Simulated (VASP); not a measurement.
# WS2 (P6_3/mmc) in VASP: vibrations by perturbation theory with PBEsol

Aim: the vibrations by perturbation theory of WS2 with PBEsol.

Program: VASP 6.6.1. These are calculated values, not measurements. Logs are shortened: lines on timing, memory, paths and dates and some standing lists are left out, and cuts for length are marked.

### Step 1. The cell of the first run

Symmetry: P6_3/mmc, No. 194, hexagonal system. The conventional cell has a = 3.146 Å, b = 3.146 Å, c = 12.705 Å, α = 90.00°, β = 90.00°, γ = 120.00°. Within 3.2 Å of W (site symmetry -6m2) lie 6 S at 2.40 Å and 6 W at 3.15 Å. S (site symmetry 3m) has 3 W at 2.40 Å and 7 S at 3.14 to 3.15 Å within 3.2 Å.

### Step 2. Vibrations by perturbation theory, PBEsol

The input, INCAR:

```
PREC     = Accurate       # precision mode
ENCUT    = 520            # plane-wave cutoff, eV
EDIFF    = 1E-8           # SCF threshold, eV
ISMEAR   = 0              # smearing method
SIGMA    = 0.01           # smearing width, eV
LREAL    = False          # projectors in reciprocal space
LASPH    = True           # aspherical terms in the spheres
NELM     = 100            # most SCF steps
ALGO     = Normal         # electronic algorithm
ISIF     = 2              # what is computed and relaxed
LWAVE    = False          # write WAVECAR
LCHARG   = False          # write CHGCAR
GGA      = PS             # functional
IBRION   = 8              # ionic algorithm
NSW      = 1              # ionic steps
LEPSILON = True           # dielectric tensor by DFPT
KPAR     = 4
```

The input, KPOINTS:

```
regular mesh
0
Gamma
  12 12 2
```

The input, POSCAR:

```
WS2
1.0
    3.1460836995      0.0000000029      0.0000000000
   -1.5730418522      2.7245884048      0.0000000000
    0.0000000000      0.0000000000     12.7046058917
W S
2 4
Direct
    0.3333333333      0.6666666667      0.2500000000
    0.6666666667      0.3333333333      0.7500000000
    0.3333333333      0.6666666667      0.6266015032
    0.6666666667      0.3333333333      0.1266015032
    0.3333333333      0.6666666667      0.8733984968
    0.6666666667      0.3333333333      0.3733984968
```

Potentials or basis: VASP PAW PBE potentials, release 64 (W_sv, S).

Run with:

```sh
$ cat potpaw_PBE.64/W_sv/POTCAR potpaw_PBE.64/S/POTCAR > POTCAR
$ mpirun -np 4 vasp_std > vasp.out
```

OUTCAR:

```text
PREC = Accurate
   ENCUT = 520
   EDIFF = 1E-8
   ISMEAR = 0
   LREAL = False
   LASPH = True
   NELM = 100
   ISIF = 2
   GGA = PS
   IBRION = 8
   NSW = 1
   LEPSILON = True

 ion  position               nearest neighbor table
   1  0.333  0.667  0.250-   4 2.40   6 2.40   4 2.40   6 2.40   4 2.40   6 2.40
   2  0.667  0.333  0.750-   3 2.40   5 2.40   3 2.40   5 2.40   3 2.40   5 2.40
   3  0.333  0.667  0.627-   2 2.40   2 2.40   2 2.40
   4  0.667  0.333  0.127-   1 2.40   1 2.40   1 2.40
   5  0.333  0.667  0.873-   2 2.40   2 2.40   2 2.40
   6  0.667  0.333  0.373-   1 2.40   1 2.40   1 2.40

  LATTYP: Found a hexagonal cell.
 ALAT       =     3.1460836995
 C/A-ratio  =     4.0382288283

  Lattice vectors:

 A1 = (   3.1460836995,   0.0000000029,   0.0000000000)
 A2 = (  -1.5730418522,   2.7245884048,   0.0000000000)
 A3 = (   0.0000000000,   0.0000000000,  12.7046058917)

Analysis of symmetry for initial positions (statically):
=====================================================================
 Subroutine PRICEL returns:
 Original cell was already a primitive cell.

 Routine SETGRP: Setting up the symmetry group for a
 hexagonal supercell.

 Subroutine GETGRP returns: Found 24 space group operations
 (whereof 12 operations were pure point group operations)
 out of a pool of 24 trial point group operations.

The static configuration has the point symmetry D_3d.
 The point group associated with its full space group is D_6h.

Analysis of symmetry for dynamics (positions and initial velocities):
=====================================================================
 Subroutine PRICEL returns:
 Original cell was already a primitive cell.

 Routine SETGRP: Setting up the symmetry group for a
 hexagonal supercell.

 Subroutine GETGRP returns: Found 24 space group operations
 (whereof 12 operations were pure point group operations)
 out of a pool of 24 trial point group operations.

The dynamic configuration has the point symmetry D_3d.
 The point group associated with its full space group is D_6h.

 Subroutine INISYM returns: Found 24 space group operations
 (whereof 12 operations are pure point group operations),
 and found     1 'primitive' translations

----------------------------------------------------------------------------------------

                                     Primitive cell

  volume of cell :     108.9011

  direct lattice vectors                    reciprocal lattice vectors
     3.146083700  0.000000003  0.000000000     0.317855497  0.183513957  0.000000000
    -1.573041852  2.724588405  0.000000000    -0.000000000  0.367027914  0.000000000
     0.000000000  0.000000000 12.704605892     0.000000000  0.000000000  0.078711611

  length of vectors
     3.146083700  3.146083700 12.704605892     0.367027914  0.367027914  0.078711611

[... 1064 lines left out ...]

 PIEZOELECTRIC TENSOR (including local field effects)  for field in x, y, z        (C/m^2)
          XX          YY          ZZ          XY          YZ          ZX
  --------------------------------------------------------------------------------
  x     0.00000     0.00000     0.00000     0.00000     0.00000     0.00000
  y     0.00000     0.00000     0.00000     0.00000     0.00000     0.00000
  z     0.00000     0.00000     0.00000     0.00000     0.00000     0.00000

 BORN EFFECTIVE CHARGES (including local field effects) (in |e|, cummulative output)
 ---------------------------------------------------------------------------------
 ion    1
    1    -0.62730    -0.00000     0.00000
    2    -0.00000    -0.62730     0.00000
    3     0.00000     0.00000    -0.40486
 ion    2
    1    -0.62730    -0.00000     0.00000
    2    -0.00000    -0.62730     0.00000
    3     0.00000     0.00000    -0.40486
 ion    3
    1     0.31365     0.00000     0.00000
    2     0.00000     0.31365     0.00000
    3     0.00000     0.00000     0.20243
 ion    4
    1     0.31365     0.00000    -0.00000
    2     0.00000     0.31365    -0.00000
    3    -0.00000    -0.00000     0.20243
 ion    5
    1     0.31365     0.00000     0.00000
    2     0.00000     0.31365    -0.00000
    3    -0.00000    -0.00000     0.20243
 ion    6
    1     0.31365     0.00000     0.00000
    2     0.00000     0.31365     0.00000
    3     0.00000     0.00000     0.20243

 INTERNAL STRAIN TENSOR FOR ION    6 for displacements in x,y,z  (eV/Angst):
          X           Y           Z          XY          YZ          ZX
  --------------------------------------------------------------------------------
  x    -0.00000     0.00000     0.00000     3.57814    -0.00000   -14.80492
  y     3.57814    -3.57814     0.00000     0.00000   -16.12198    -0.00000
  z   -11.68547   -11.68547   -31.39815    -0.00000     0.00000     0.00000

 SECOND DERIVATIVES (NOT SYMMETRIZED)
 ------------------------------------
               1X          1Y          1Z          2X          2Y          2Z          3X          3Y          3Z          4X          4Y          4Z          5X          5Y          5Z          6X          6Y          6Z
  1X   -21.948845   -0.000000    0.000000    0.032685    0.000000    0.000000    0.018009    0.000000   -0.000000   10.940071    0.000000    0.000000    0.018009    0.000000    0.000000   10.940071    0.000000    0.000000
  1Y    -0.000000  -21.948845    0.000000    0.000000    0.032685    0.000000    0.000000    0.018009    0.000000    0.000000   10.940071    0.000000    0.000000    0.018009   -0.000000    0.000000   10.940071   -0.000000
  1Z     0.000000    0.000000  -33.240051    0.000000    0.000000    0.070325   -0.000000   -0.000000   -0.025726    0.000000   -0.000000   16.610589    0.000000    0.000000   -0.025726    0.000000    0.000000   16.610589
  2X     0.032685    0.000000    0.000000  -21.948845   -0.000000    0.000000   10.940071    0.000000    0.000000    0.018009    0.000000    0.000000   10.940071    0.000000    0.000000    0.018009    0.000000   -0.000000
  2Y     0.000000    0.032685    0.000000   -0.000000  -21.948845    0.000000    0.000000   10.940071   -0.000000    0.000000    0.018009   -0.000000    0.000000   10.940071    0.000000    0.000000    0.018009    0.000000
  2Z     0.000000    0.000000    0.070325    0.000000    0.000000  -33.240051    0.000000    0.000000   16.610589    0.000000    0.000000   -0.025726    0.000000   -0.000000   16.610589   -0.000000   -0.000000   -0.025726
  3X     0.019167    0.000000   -0.000000   10.939023    0.000000    0.000000  -10.632400   -0.000000   -0.000000   -0.013458   -0.000000    0.000000   -0.353002   -0.000000    0.000000    0.040670    0.000000    0.000000
  3Y     0.000000    0.019167   -0.000000    0.000000   10.939023    0.000000   -0.000000  -10.632400    0.000000   -0.000000   -0.013458    0.000000   -0.000000   -0.353002   -0.000000    0.000000    0.040670   -0.000000
  3Z    -0.000000   -0.000000    0.028171    0.000000   -0.000000   16.554291    0.000000   -0.000000  -18.542522   -0.000000    0.000000    0.042837    0.000000    0.000000    1.845441    0.000000    0.000000    0.071782
  4X    10.939023    0.000000   -0.000000    0.019167    0.000000    0.000000   -0.013458   -0.000000    0.000000  -10.632400   -0.000000    0.000000    0.040670    0.000000   -0.000000   -0.353002   -0.000000    0.000000
  4Y     0.000000   10.939023   -0.000000    0.000000    0.019167    0.000000   -0.000000   -0.013458    0.000000   -0.000000  -10.632400   -0.000000    0.000000    0.040670    0.000000   -0.000000   -0.353002    0.000000
  4Z     0.000000    0.000000   16.554291    0.000000    0.000000    0.028171    0.000000   -0.000000    0.042837    0.000000    0.000000  -18.542522   -0.000000    0.000000    0.071782   -0.000000    0.000000    1.845441
  5X     0.019167    0.000000    0.000000   10.939023    0.000000   -0.000000   -0.353002   -0.000000    0.000000    0.040670    0.000000   -0.000000  -10.632400   -0.000000    0.000000   -0.013458   -0.000000    0.000000
  5Y     0.000000    0.019167    0.000000    0.000000   10.939023   -0.000000   -0.000000   -0.353002    0.000000    0.000000    0.040670    0.000000   -0.000000  -10.632400   -0.000000   -0.000000   -0.013458    0.000000
  5Z     0.000000    0.000000    0.028171    0.000000    0.000000   16.554291   -0.000000    0.000000    1.845441   -0.000000    0.000000    0.071782    0.000000    0.000000  -18.542522    0.000000   -0.000000    0.042837
  6X    10.939023    0.000000    0.000000    0.019167    0.000000   -0.000000    0.040670    0.000000    0.000000   -0.353002   -0.000000    0.000000   -0.013458   -0.000000    0.000000  -10.632400   -0.000000   -0.000000
  6Y     0.000000   10.939023    0.000000    0.000000    0.019167   -0.000000    0.000000    0.040670   -0.000000   -0.000000   -0.353002   -0.000000   -0.000000   -0.013458    0.000000   -0.000000  -10.632400    0.000000
  6Z     0.000000   -0.000000   16.554291   -0.000000   -0.000000    0.028171    0.000000    0.000000    0.071782    0.000000    0.000000    1.845441   -0.000000    0.000000    0.042837    0.000000   -0.000000  -18.542522

 Eigenvectors and eigenvalues of the dynamical matrix
 ----------------------------------------------------

   1 f  =   13.107966 THz    82.359777 2PiTHz  437.234667 cm-1    54.210165 meV
             X         Y         Z           dx          dy          dz
     -0.000000  1.816392  3.176151     0.000000    0.000000   -0.357162
      1.573042  0.908196  9.528454     0.000000   -0.000000    0.357162
     -0.000000  1.816392  7.960725    -0.000000    0.000000   -0.431529
      1.573042  0.908196  1.608422    -0.000000   -0.000000    0.431529
     -0.000000  1.816392 11.096184    -0.000000    0.000000   -0.431529
      1.573042  0.908196  4.743881    -0.000000   -0.000000    0.431529
[... 145 lines left out ...]
  18 f/i=    0.000414 THz     0.002601 2PiTHz    0.013807 cm-1     0.001712 meV
             X         Y         Z           dx          dy          dz
     -0.000000  1.816392  3.176151     0.000000   -0.000000    0.608834
      1.573042  0.908196  9.528454     0.000000   -0.000000    0.608834
     -0.000000  1.816392  7.960725     0.000000   -0.000000    0.254285
      1.573042  0.908196  1.608422     0.000000   -0.000000    0.254285
     -0.000000  1.816392 11.096184     0.000000   -0.000000    0.254285
      1.573042  0.908196  4.743881     0.000000   -0.000000    0.254285

--------------------------------------------------------------------------------------------------------

 MACROSCOPIC STATIC DIELECTRIC TENSOR IONIC CONTRIBUTION
 ------------------------------------------------------
           0.059670     0.000000     0.000000
           0.000000     0.059670    -0.000000
           0.000000    -0.000000     0.016423
 ------------------------------------------------------

 ELASTIC MODULI CONTR FROM IONIC RELAXATION (kBar)
 Direction    XX          YY          ZZ          XY          YZ          ZX
 --------------------------------------------------------------------------------
 XX        -489.5809   -297.5925  -1057.5438     -0.0000      0.0000      0.0000
 YY        -297.5925   -489.5809  -1057.5438     -0.0000     -0.0000     -0.0000
 ZZ       -1057.5438  -1057.5438  -2841.5567     -0.0000      0.0000      0.0000
 XY          -0.0000     -0.0000     -0.0000    -95.9942      0.0000      0.0000
 YZ          -0.0000      0.0000      0.0000      0.0000  -1480.2202     -0.0000
 ZX           0.0000     -0.0000      0.0000      0.0000     -0.0000  -1248.2509
 --------------------------------------------------------------------------------

 PIEZOELECTRIC TENSOR IONIC CONTR  for field in x, y, z        (C/m^2)
          XX          YY          ZZ          XY          YZ          ZX
  --------------------------------------------------------------------------------
  x    -0.00000     0.00000     0.00000    -0.00000    -0.00000    -0.00000
  y    -0.00000     0.00000    -0.00000    -0.00000    -0.00000     0.00000
  z    -0.00000    -0.00000     0.00000     0.00000     0.00000    -0.00000
```

It took 41 min on 4 MPI ranks of Intel Xeon Platinum 8375C at 2.90GHz (Ice Lake), shared host; peak memory 1.1 GiB.

Results:

```
Electronic dielectric tensor (diagonal)                 : 13.39, 13.39, 5.54
Born charges (mean of the diagonal)                     : W -0.55; S +0.28 e
Highest phonon frequency at Γ, LO-TO splitting left out : 437 cm⁻¹
```

Phonon frequencies in cm⁻¹ (negative: imaginary):
```csv
q point,frequencies
"(0.000, 0.000, 0.000)",0 0 0 19 19 26 294 294 296 296 354 354 354 354 416 416 436 437
```

Electronic dielectric tensor:
```
13.39  0.00  0.00
 0.00 13.39  0.00
 0.00  0.00  5.54
```

Born effective charge tensors (e):
atom 1, W
```
-0.63  0.00  0.00
 0.00 -0.63  0.00
 0.00  0.00 -0.40
```
atom 2, W
```
-0.63  0.00  0.00
 0.00 -0.63  0.00
 0.00  0.00 -0.40
```
atom 3, S
```
0.31 0.00 0.00
0.00 0.31 0.00
0.00 0.00 0.20
```
atom 4, S
```
0.31 0.00 0.00
0.00 0.31 0.00
0.00 0.00 0.20
```
atom 5, S
```
0.31 0.00 0.00
0.00 0.31 0.00
0.00 0.00 0.20
```
atom 6, S
```
0.31 0.00 0.00
0.00 0.31 0.00
0.00 0.00 0.20
```

Caveat: spin-orbit coupling is left out, which moves the levels of the heavy elements.
